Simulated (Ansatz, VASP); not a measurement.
# One calculation of S, two programs

```
S
1.0
     0.00000    2.76983    2.76983
     2.76983    0.00000    2.76983
     2.76983    2.76983    0.00000
S
2
Direct
  0.85250 0.88250 0.88250
  0.14750 0.11750 0.11750
```

Change from the starting cell: shortest bond scaled by 0.94, PAW files.

Alike in both runs: task electric field gradients; functional PBE; k mesh 9 × 9 × 9; occupations fermi-dirac, width 0.05 eV; no spin polarisation.

|  | VASP | Ansatz |
| --- | --- | --- |
| version | VASP 6.6.1 | Ansatz 0.2.0 |
| potentials or method | VASP PAW PBE potentials, release 64 (S) | PAW with Ansatz's default frozen-core files, scalar-relativistic |
| plane-wave cutoff (eV) | 520 | 420 |
| valence electrons in the cell | 12 | 12 |

```csv
,VASP,Ansatz,Ansatz less VASP
pressure (GPa),6.8,6.9,+0.13
"traceless stress, the component that is largest in VASP (GPa)",4.79,4.65,-0.136
rms of the force components (eV/Å),1.471,1.445,-0.0256
size of Vzz on the site where it differs most (V/Å²),95.7,96.4,+0.69
```

Atom by atom the forces differ by 0.026 eV/Å (rms over components). With one functional, cell and mesh, what is left measures potentials, basis and numerics.
